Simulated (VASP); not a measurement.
# BN (P6_3mc) in VASP: notebook, part 2 of 2

VASP 6.6.1. The steps go on from the part before.

### Step 5. Single point, PBE (volume scaled by 1.06, then relaxed in part)

The input, INCAR:

```
SYSTEM = BN
PREC = Accurate
ENCUT = 520
EDIFF = 1E-6
ISMEAR = 0
SIGMA = 0.02
LREAL = .False.
LASPH = .True.
NELM = 100
ALGO = Normal
ISIF = 2
LWAVE = .False.
LCHARG = .True.
GGA = PE
LELF = .True.
LVHAR = .True.
NBANDS = 16
```

The input, KPOINTS:

```
regular mesh
0
Gamma
  12 12 6
  0 0 0
```

The input, POSCAR:

```
BN
1.0
    2.6047178096      0.0000000000      0.0000000000
   -1.3023589048      2.2557517928      0.0000000000
    0.0000000000      0.0000000000      4.3072528125
B N
2 2
Direct
    0.6666666667      0.3333333333      1.0000722743
    0.3333333333      0.6666666667      0.5000722743
    0.6666666667      0.3333333333      0.6249277257
    0.3333333333      0.6666666667      0.1249277257
```

Potentials or basis: VASP PAW PBE potentials, release 64 (B, N).

Started as:

```bash
> cat potpaw_PBE.64/B/POTCAR potpaw_PBE.64/N/POTCAR > POTCAR
> mpirun -np 1 vasp_std > vasp.out
```

OUTCAR:

```text
SYSTEM = BN
   PREC = Accurate
   ENCUT = 520
   EDIFF = 1E-6
   ISMEAR = 0
   LREAL = .False.
   LASPH = .True.
   NELM = 100
   ISIF = 2
   GGA = PE

 ion  position               nearest neighbor table
   1  0.667  0.333  0.000-   4 1.60   4 1.60   4 1.60   3 1.62
   2  0.333  0.667  0.500-   3 1.60   3 1.60   3 1.60   4 1.62
   3  0.667  0.333  0.625-   2 1.60   2 1.60   2 1.60   1 1.62
   4  0.333  0.667  0.125-   1 1.60   1 1.60   1 1.60   2 1.62

  LATTYP: Found a hexagonal cell.
 ALAT       =     2.6047178096
 C/A-ratio  =     1.6536351065

  Lattice vectors:

 A1 = (   2.6047178096,   0.0000000000,   0.0000000000)
 A2 = (  -1.3023589048,   2.2557517928,   0.0000000000)
 A3 = (   0.0000000000,   0.0000000000,   4.3072528125)

Analysis of symmetry for initial positions (statically):
=====================================================================
 Subroutine PRICEL returns:
 Original cell was already a primitive cell.

 Routine SETGRP: Setting up the symmetry group for a
 hexagonal supercell.

 Subroutine GETGRP returns: Found 12 space group operations
 (whereof  6 operations were pure point group operations)
 out of a pool of 24 trial point group operations.

The static configuration has the point symmetry C_3v.
 The point group associated with its full space group is C_6v.

Analysis of symmetry for dynamics (positions and initial velocities):
=====================================================================
 Subroutine PRICEL returns:
 Original cell was already a primitive cell.

 Routine SETGRP: Setting up the symmetry group for a
 hexagonal supercell.

 Subroutine GETGRP returns: Found 12 space group operations
 (whereof  6 operations were pure point group operations)
 out of a pool of 24 trial point group operations.

The dynamic configuration has the point symmetry C_3v.
 The point group associated with its full space group is C_6v.

 Subroutine INISYM returns: Found 12 space group operations
 (whereof  6 operations are pure point group operations),
 and found     1 'primitive' translations

----------------------------------------------------------------------------------------

                                     Primitive cell

  volume of cell :      25.3077

  direct lattice vectors                    reciprocal lattice vectors
     2.604717810  0.000000000  0.000000000     0.383918748  0.221655592  0.000000000
    -1.302358905  2.255751793  0.000000000     0.000000000  0.443311185  0.000000000
     0.000000000  0.000000000  4.307252812     0.000000000  0.000000000  0.232166544

  length of vectors
     2.604717810  2.604717810  4.307252812     0.443311185  0.443311185  0.232166544

  position of ions in fractional coordinates (direct lattice)
     0.666666667  0.333333333  0.000072274
     0.333333333  0.666666667  0.500072274
     0.666666667  0.333333333  0.624927726
     0.333333333  0.666666667  0.124927726

  ion indices of the primitive-cell ions
   primitive index   ion index
                 1           1
                 2           2
                 3           3
                 4           4

----------------------------------------------------------------------------------------

 KPOINTS: regular mesh

Automatic generation of k-mesh.
 Grid dimensions read from file:
 generate k-points for:   12   12    6

 Generating k-lattice:

  Cartesian coordinates                     Fractional coordinates (reciprocal lattice)
     0.031993229  0.018471299  0.000000000     0.083333333  0.000000000  0.000000000
     0.000000000  0.036942599  0.000000000     0.000000000  0.083333333  0.000000000
     0.000000000  0.000000000  0.038694424     0.000000000  0.000000000  0.166666667

  Length of vectors
     0.036942599  0.036942599  0.038694424

  Shift w.r.t. Gamma in fractional coordinates (k-lattice)
     0.000000000  0.000000000  0.000000000

 Subroutine IBZKPT returns following result:
 ===========================================

 Found     76 irreducible k-points:

 Following reciprocal coordinates:
            Coordinates               Weight
  0.000000  0.000000  0.000000      1.000000
  0.083333  0.000000  0.000000      6.000000
  0.166667  0.000000  0.000000      6.000000
  0.250000  0.000000  0.000000      6.000000
  0.333333  0.000000  0.000000      6.000000
  0.416667  0.000000  0.000000      6.000000
[... 16 lines left out ...]
  0.250000  0.000000  0.166667     12.000000
  0.333333  0.000000  0.166667     12.000000
 [... further k-points ...]
   k-points           NKPTS =     76   k-points in BZ     NKDIM =     76   number of bands    NBANDS=     16
   number of dos      NEDOS =    301   number of ions     NIONS =      4
   total plane-waves  NPLWV =  12800
   dimension x,y,z NGX =    20 NGY =   20 NGZ =   32
   dimension x,y,z NGXF=    40 NGYF=   40 NGZF=   64
   ions per type =               2   2
   NGX,Y,Z   is equivalent  to a cutoff of  12.76, 12.76, 12.35 a.u.
   NGXF,Y,Z  is equivalent  to a cutoff of  25.53, 25.53, 24.70 a.u.
 SYSTEM =  BN
   PREC   = accura    normal or accurate (medium, high low for compatibility)
   ISTART =      0    job   : 0-new  1-cont  2-samecut
   ICHARG =      2    charge: 1-file 2-atom 10-const
   ISPIN  =      1    spin polarized calculation?
   LNONCOLLINEAR =      F non collinear calculations
   LSORBIT =      F    spin-orbit coupling
   LASPH  =      T    aspherical Exc in radial PAW
   ENCUT  =  520.0 eV  38.22 Ry    6.18 a.u.   4.84  4.84  8.01*2*pi/ulx,y,z
   NELM   =    100;   NELMIN=  2; NELMDL= -5     # of ELM steps
   EDIFF  = 0.1E-05   stopping-criterion for ELM
   LREAL  =      F    real-space projection
   EDIFFG = 0.1E-04   stopping-criterion for IOM
   NSW    =      0    number of steps for IOM
   IBRION =     -1    ionic relax: 0-MD 1-quasi-New 2-CG
   NFREE  =      0    steps in history (QN), initial steepest desc. (CG)
   ISIF   =      2    stress and relaxation
   ISYM   =      2    0-nonsym 1-usesym 2-fastsym
   POTIM  = 0.5000    time-step for ionic-motion
   TEBEG  =    0.0;   TEEND  =   0.0 temperature during run
   PSTRESS=    0.0 pullay stress
   NELECT =      16.0000    total number of electrons
   NUPDOWN=      -1.0000    fix difference up-down
   EMIN   =  10.00;   EMAX   =-10.00  energy-range for DOS
   EFERMI =   0.00;   METHOD = LEGACY
   ISMEAR =     0;   SIGMA  =   0.02  broadening in eV -4-tet -1-fermi 0-gaus
   EFERMI_NEDOS =   21; number of points for ismear=-14 and -15
   IALGO  =     38    algorithm
   IMIX   =      4    mixing-type and parameters
     AMIX     =   0.40;   BMIX     =  1.00
     AMIX_MAG =   1.60;   BMIX_MAG =  1.00
  volume/ion in A,a.u.               =       6.33        42.70
  Fermi-wavevector in a.u.,A,eV,Ry     =   1.405068  2.655194 26.860844  1.974216
  Thomas-Fermi vector in A             =   2.527566
   LORBIT       =      0    0 simple, 1 ext, 2 COOP (PROOUT), +10 PAW based schemes
   GGA     = PE    functional components
   LHFCALC =     F    Hartree Fock is set to
   AEXX    =    0.0000 exact exchange contribution
   IVDW    =     0    specifies the selected vdW correction
   LEPSILON=     F    determine dielectric tensor
   LRPA    =     F    only Hartree local field effects (RPA)
 non-spin polarized calculation
 Gauss-broadening in eV      SIGMA  =   0.02
  energy-cutoff  :      520.00
  volume of cell :       25.31
 maximum number of plane-waves:       701
 NGX is ok and might be reduce to    20
   NGX =  9   NGY =  9   NGZ = 17

 number of electron      16.0000000 magnetization

 Free energy of the ion-electron system (eV)
  ---------------------------------------------------
  ext. energy  EPLUGINS =         0.00000000
  ---------------------------------------------------
  free energy    TOTEN  =       -34.74542194 eV

  energy without entropy =      -34.74542194  energy(sigma->0) =      -34.74542194

 E-fermi :   6.7966     XC(G=0): -12.4766

 val. band max:        6.7107959404   @ k =   0.0000   0.0000   0.0000
 cond. band min:      12.0341182331   @ k =   0.3333   0.3333   0.0000
 fundamental gap:      5.3233222927
 Fermi energy:         6.7966114330

 k-point     1 :       0.0000    0.0000    0.0000
  band No.  band energies     occupation
      1     -12.9097      2.00000
      2      -9.0691      2.00000
      3      -3.5532      2.00000
      4       4.7343      2.00000
      5       4.7343      2.00000
      6       6.5015      2.00000
[... 433 lines left out ...]
      3      -1.6135      2.00000
      4      -0.2212      2.00000
      5       1.0078      2.00000
      6       2.7129      2.00000
[... 8 lines left out ...]
     15      21.8973      0.00000
     16      22.0150      0.00000

 [... further k-points ...]
[... 5 lines left out ...]
  --------------------------------------------------------------------------------------
  -------------------------------------------------------------------------------------
  Total       -3.0519531     -3.0519531     -3.0693694      0.0000000      0.0000000      0.0000000
  in kB     -193.2128858   -193.2128858   -194.3154759      0.0000000      0.0000000      0.0000000
  external PRESSURE =    -193.5804159 kB  Pullay stress =       0.0000000 kB

 VOLUME and BASIS-vectors are now :
 -----------------------------------------------------------------------------
  energy-cutoff  :      520.00
  volume of cell :       25.31
      direct lattice vectors                 reciprocal lattice vectors
     2.604717810  0.000000000  0.000000000     0.383918748  0.221655592  0.000000000
    -1.302358905  2.255751793  0.000000000     0.000000000  0.443311185  0.000000000
     0.000000000  0.000000000  4.307252812     0.000000000  0.000000000  0.232166544

 POSITION                                       TOTAL-FORCE (eV/Angst)
 -----------------------------------------------------------------------------------
      1.30236      0.75192      0.00031        -0.000000     -0.000000     -0.004895
     -0.00000      1.50383      2.15394        -0.000000      0.000000     -0.004895
      1.30236      0.75192      2.69172         0.000000     -0.000000      0.004895
     -0.00000      1.50383      0.53810        -0.000000      0.000000      0.004895
 -----------------------------------------------------------------------------------
    total drift:                               -0.000000     -0.000000      0.000065

  FREE ENERGIE OF THE ION-ELECTRON SYSTEM (eV)
  ---------------------------------------------------
  free  energy   TOTEN  =       -34.7454219358 eV

  energy  without entropy=      -34.7454219358  energy(sigma->0) =      -34.74542194
```

OSZICAR:

```text
N       E                     dE             d eps       ncg     rms          rms(c)
DAV:   1     0.373115670091E+02    0.37312E+02   -0.82774E+03  2432   0.967E+02
DAV:   2    -0.341432510118E+02   -0.71455E+02   -0.66534E+02  3528   0.222E+02
DAV:   3    -0.364837088243E+02   -0.23405E+01   -0.23327E+01  2792   0.370E+01
DAV:   4    -0.364899105504E+02   -0.62017E-02   -0.62012E-02  2872   0.218E+00
DAV:   5    -0.364899285129E+02   -0.17962E-04   -0.17962E-04  2728   0.110E-01    0.897E+00
DAV:   6    -0.348659235643E+02    0.16240E+01   -0.21791E+00  3048   0.134E+01    0.418E+00
DAV:   7    -0.347695202116E+02    0.96403E-01   -0.27396E-01  2968   0.423E+00    0.263E+00
DAV:   8    -0.347464589018E+02    0.23061E-01   -0.50743E-02  2856   0.178E+00    0.256E-01
DAV:   9    -0.347451202035E+02    0.13387E-02   -0.18366E-03  2760   0.511E-01    0.119E-01
DAV:  10    -0.347454122488E+02   -0.29205E-03   -0.54721E-04  2840   0.178E-01    0.255E-02
DAV:  11    -0.347454206687E+02   -0.84199E-05   -0.31217E-05  2984   0.547E-02    0.142E-02
DAV:  12    -0.347454218269E+02   -0.11582E-05   -0.59012E-06  2912   0.238E-02    0.194E-03
DAV:  13    -0.347454219358E+02   -0.10890E-06   -0.17441E-07  1232   0.409E-03
   1 F= -.34745422E+02 E0= -.34745422E+02  d E =-.263781E-12
```

It took 11 s on 1 thread of Intel Xeon 6975P-C (Granite Rapids), shared host; peak memory 0.14 GiB.

What came out:

```
Free energy            : -34.7454 eV
Pressure               : -19.4 GPa
Largest force          : 0.005 eV/Å
Band gap on the k mesh : 5.32 eV, indirect (least direct gap 7.95 eV)
```

Forces on the atoms (eV/Å):
```
B    0.000  0.000 -0.005
B    0.000  0.000 -0.005
N    0.000  0.000  0.005
N    0.000  0.000  0.005
```

Stress tensor (GPa, compression positive):
```
-19.32   0.00   0.00
  0.00 -19.32   0.00
  0.00   0.00 -19.43
```

Levels at points of the mesh, in eV from the valence-band top:
```
           k point  band 5  band 6  band 7  band 8  band 9  band 10  band 11  band 12
(0.00, 0.00, 0.00)   -1.98   -0.21    0.00    0.00    8.11     8.11     8.18     8.72
(0.50, 0.00, 0.00)   -6.50   -4.64   -4.05   -1.98    6.47     7.77    10.29    10.78
(0.00, 0.00, 0.50)   -1.09   -1.09   -1.09   -1.09    8.86     8.86     9.57     9.57
(0.50, 0.00, 0.50)   -3.51   -3.51   -3.33   -3.33    6.35     6.35     9.58     9.58
```

### Step 6. Overview

```csv
cell,gap on the mesh (eV),pressure (GPa)
"a = 2.555, b = 2.555, c = 4.225 Å, angles 90.0, 90.0, 120.0°, 4 atoms",5.21,0.2
"a = 2.554, b = 2.554, c = 4.227 Å, angles 90.0, 90.0, 120.0°, 4 atoms",5.20,0.2
"a = 2.580, b = 2.580, c = 4.266 Å, angles 90.0, 90.0, 120.0°, 4 atoms",5.27,-10.3
"a = 2.605, b = 2.605, c = 4.307 Å, angles 90.0, 90.0, 120.0°, 4 atoms",5.32,-19.4
```

Alike in all rows: task single point; level PBE; potentials or basis VASP PAW PBE potentials, release 64 (B, N); no spin polarisation; k mesh 12 × 12 × 6; cutoff (eV) 520; smearing gaussian 0.02 eV.

Total energies depend on the potentials used, so only differences within one code and one set of settings carry meaning.
